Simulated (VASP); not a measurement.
# MgI2 (P1) in VASP: density of states with PBE

Aim: the density of states of MgI2 with PBE.

Program: VASP 6.6.1. These are calculated values, not measurements. Logs are shortened: lines on timing, memory, paths and dates and some standing lists are left out, and cuts for length are marked.

**1. The cell of the first run**

The typed cell holds 3 atoms: a = 4.140 Å, b = 4.140 Å, c = 6.880 Å, α = 90.00°, β = 90.00°, γ = 120.00°.

**2. Density of states, PBE**

POSCAR reads:

```
MgI2
1.0
    4.1400000000      0.0000000000      0.0000000000
   -2.0700001227      3.5853497196      0.0000000000
    0.0000000000      0.0000000000      6.8800000000
Mg I
1 2
Direct
    0.0515000000      0.0560300000      0.9841400000
    0.2816400000      0.6215200000      0.2595100000
    0.6710600000      0.3403400000      0.7418400000
```

INCAR.step1 reads:

```
PREC = Accurate ; ENCUT = 520
EDIFF = 1E-7 ; ISMEAR = 1
SIGMA = 0.05 ; LREAL = False
LASPH = True ; NELM = 60
ALGO = Normal ; ISIF = 2
LWAVE = False ; LCHARG = True
GGA = PE ; NBANDS = 15
```

KPOINTS.step1 reads:

```
Automatic mesh
0
Gamma
  3 3 2
```

INCAR.step2 reads:

```
PREC = Accurate ; ENCUT = 520
EDIFF = 1E-7 ; ISMEAR = 0
SIGMA = 0.05 ; LREAL = False
LASPH = True ; NELM = 60
ALGO = Normal ; ISIF = 2
LWAVE = False ; LCHARG = False
GGA = PE ; LORBIT = 11
NEDOS = 1001 ; ICHARG = 11
```

KPOINTS.step2 reads:

```
Automatic mesh
0
Gamma
  5 5 3
```

Potentials or basis: VASP PAW PBE potentials, release 64 (Mg, I).

Started as:

```bash
> cat potpaw_PBE.64/Mg/POTCAR potpaw_PBE.64/I/POTCAR > POTCAR
> cp INCAR.step1 INCAR
> cp KPOINTS.step1 KPOINTS
> mpirun -np 1 vasp_std > vasp.out
> cp INCAR.step2 INCAR
> cp KPOINTS.step2 KPOINTS
> mpirun -np 1 vasp_std > vasp.out
```

OUTCAR:

```text
PREC = Accurate
   ENCUT = 520
   EDIFF = 1E-7
   ISMEAR = 0
   LREAL = False
   LASPH = True
   NELM = 60
   ISIF = 2
   GGA = PE
   LORBIT = 11
   ICHARG = 11

 ion  position               nearest neighbor table
   1  0.051  0.056  0.984-   3 2.78   2 2.78   3 2.92   3 3.06   2 3.07   2 3.35
   2  0.282  0.622  0.260-   1 2.78   1 3.07   1 3.35
   3  0.671  0.340  0.742-   1 2.78   1 2.92   1 3.06

  LATTYP: Found a hexagonal cell.
 ALAT       =     4.1400000000
 C/A-ratio  =     1.6618357488

  Lattice vectors:

 A1 = (   4.1400000000,   0.0000000000,   0.0000000000)
 A2 = (  -2.0700001227,   3.5853497196,   0.0000000000)
 A3 = (   0.0000000000,   0.0000000000,   6.8800000000)

Analysis of symmetry for initial positions (statically):
=====================================================================
 Subroutine PRICEL returns:
 Original cell was already a primitive cell.

 Routine SETGRP: Setting up the symmetry group for a
 hexagonal supercell.

 Subroutine GETGRP returns: Found  1 space group operations
 (whereof  1 operations were pure point group operations)
 out of a pool of 24 trial point group operations.

The static configuration has the point symmetry C_1 .

Analysis of symmetry for dynamics (positions and initial velocities):
=====================================================================
 Subroutine PRICEL returns:
 Original cell was already a primitive cell.

 Routine SETGRP: Setting up the symmetry group for a
 hexagonal supercell.

 Subroutine GETGRP returns: Found  1 space group operations
 (whereof  1 operations were pure point group operations)
 out of a pool of 24 trial point group operations.

The dynamic configuration has the point symmetry C_1 .

 Subroutine INISYM returns: Found  1 space group operations
 (whereof  1 operations are pure point group operations),
 and found     1 'primitive' translations

----------------------------------------------------------------------------------------

                                     Primitive cell

  volume of cell :     102.1222

  direct lattice vectors                    reciprocal lattice vectors
     4.140000000  0.000000000  0.000000000     0.241545894  0.139456418  0.000000000
    -2.070000123  3.585349720  0.000000000     0.000000000  0.278912820  0.000000000
     0.000000000  0.000000000  6.880000000     0.000000000  0.000000000  0.145348837

[... 95 lines left out ...]
   PSTRESS=    0.0 pullay stress
   NELECT =      16.0000    total number of electrons
   NUPDOWN=      -1.0000    fix difference up-down
   EMIN   =  10.00;   EMAX   =-10.00  energy-range for DOS
   EFERMI =   0.00;   METHOD = LEGACY
   ISMEAR =     0;   SIGMA  =   0.05  broadening in eV -4-tet -1-fermi 0-gaus
   EFERMI_NEDOS =   21; number of points for ismear=-14 and -15
   IALGO  =     38    algorithm
   IMIX   =      4    mixing-type and parameters
     AMIX     =   0.40;   BMIX     =  1.00
     AMIX_MAG =   1.60;   BMIX_MAG =  1.00
  volume/ion in A,a.u.               =      34.04       229.72
  Fermi-wavevector in a.u.,A,eV,Ry     =   0.882554  1.667786 10.597604  0.778902
  Thomas-Fermi vector in A             =   2.003201
   LORBIT       =     11    0 simple, 1 ext, 2 COOP (PROOUT), +10 PAW based schemes
   GGA     = PE    functional components
   LHFCALC =     F    Hartree Fock is set to
   AEXX    =    0.0000 exact exchange contribution
   IVDW    =     0    specifies the selected vdW correction
   LEPSILON=     F    determine dielectric tensor
   LRPA    =     F    only Hartree local field effects (RPA)
 non-spin polarized calculation
 Gauss-broadening in eV      SIGMA  =   0.05
  energy-cutoff  :      520.00
  volume of cell :      102.12
 maximum number of plane-waves:      2779

 number of electron      15.9999999 magnetization

 Free energy of the ion-electron system (eV)
  ---------------------------------------------------
  ext. energy  EPLUGINS =         0.00000000
  ---------------------------------------------------
  free energy    TOTEN  =        -7.51650737 eV

  energy without entropy =       -7.51650737  energy(sigma->0) =       -7.51650737

 E-fermi :   3.0248     XC(G=0):  -8.2680

 val. band max:        2.8063442808   @ k =   0.0000   0.0000   0.0000
 cond. band min:       5.7648015083   @ k =  -0.4000  -0.0000   0.3333
 fundamental gap:      2.9584572274
 Fermi energy:         3.0248045261

 k-point     1 :       0.0000    0.0000    0.0000
  band No.  band energies     occupation
      1      -9.6921      2.00000
      2      -8.8357      2.00000
      3      -1.2667      2.00000
      4       1.7845      2.00000
      5       2.0171      2.00000
      6       2.3025      2.00000
      7       2.4915      2.00000
      8       2.8063      2.00000
      9       5.8363      0.00000
     10       7.2779      0.00000
     11       9.1728      0.00000
     12       9.2724      0.00000
[... 331 lines left out ...]
 k-point    24 :      -0.4000   -0.0000    0.3333
  band No.  band energies     occupation
      1      -9.1116      2.00000
      2      -8.5911      2.00000
      3      -1.1831      2.00000
      4      -0.3443      2.00000
      5       1.0885      2.00000
      6       1.2820      2.00000
      7       1.5669      2.00000
      8       1.9585      2.00000
      9       5.7648      0.00000
     10       7.5697      0.00000
     11       8.1739      0.00000
     12       8.8358      0.00000

 [... further k-points ...]
[... 5 lines left out ...]
  --------------------------------------------------------------------------------------
  -------------------------------------------------------------------------------------
  Total        0.3745557     -0.0509804     -0.4630386      0.2890081      0.2464674     -0.3096602
  in kB        5.8763365     -0.7998221     -7.2645297      4.5341954      3.8667832     -4.8582037
  external PRESSURE =      -0.7293384 kB  Pullay stress =       0.0000000 kB

 VOLUME and BASIS-vectors are now :
 -----------------------------------------------------------------------------
  energy-cutoff  :      520.00
  volume of cell :      102.12
      direct lattice vectors                 reciprocal lattice vectors
     4.140000000  0.000000000  0.000000000     0.241545894  0.139456418  0.000000000
    -2.070000123  3.585349720  0.000000000     0.000000000  0.278912820  0.000000000
     0.000000000  0.000000000  6.880000000     0.000000000  0.000000000  0.145348837

 POSITION                                       TOTAL-FORCE (eV/Angst)
 -----------------------------------------------------------------------------------
      0.09723      0.20089      6.77088        -0.167386     -0.470690      0.401927
     -0.12056      2.22837      1.78543         0.029844      0.331028     -0.590407
      2.07368      1.22024      5.10386         0.137542      0.139662      0.188480
 -----------------------------------------------------------------------------------
    total drift:                               -0.000853     -0.002333     -0.001456

  FREE ENERGIE OF THE ION-ELECTRON SYSTEM (eV)
  ---------------------------------------------------
  free  energy   TOTEN  =        -7.5165073673 eV

  energy  without entropy=       -7.5165073673  energy(sigma->0) =       -7.51650737

 total charge

# of ion       s       p       d       tot
------------------------------------------
    1        0.143   0.109   0.026   0.278
    2        1.507   2.803   0.012   4.322
    3        1.507   2.815   0.014   4.336
--------------------------------------------------
tot          3.158   5.727   0.052   8.937
```

OUTCAR.step1:

```text
PREC = Accurate
   ENCUT = 520
   EDIFF = 1E-7
   ISMEAR = 1
   LREAL = False
[... 389 lines left out ...]
      0.09723      0.20089      6.77088        -0.162456     -0.460817      0.394336
     -0.12056      2.22837      1.78543         0.024405      0.324755     -0.582769
      2.07368      1.22024      5.10386         0.138051      0.136062      0.188433
 -----------------------------------------------------------------------------------
    total drift:                                0.000036     -0.000285      0.000082

  FREE ENERGIE OF THE ION-ELECTRON SYSTEM (eV)
  ---------------------------------------------------
  free  energy   TOTEN  =        -7.3808499878 eV

  energy  without entropy=       -7.3810269450  energy(sigma->0) =       -7.38090897
```

Wall time 40 s (1 thread of AMD EPYC 7R43 (Zen 3), shared host); peak memory 0.19 GiB.

Results:

```
Valence electrons inside the program's atomic spheres : Mg 0.28; I 4.32, 4.34
```

Caveat: the k points lie up to 0.58 Å⁻¹ apart; spin-orbit coupling is left out, which moves the levels of the heavy elements.
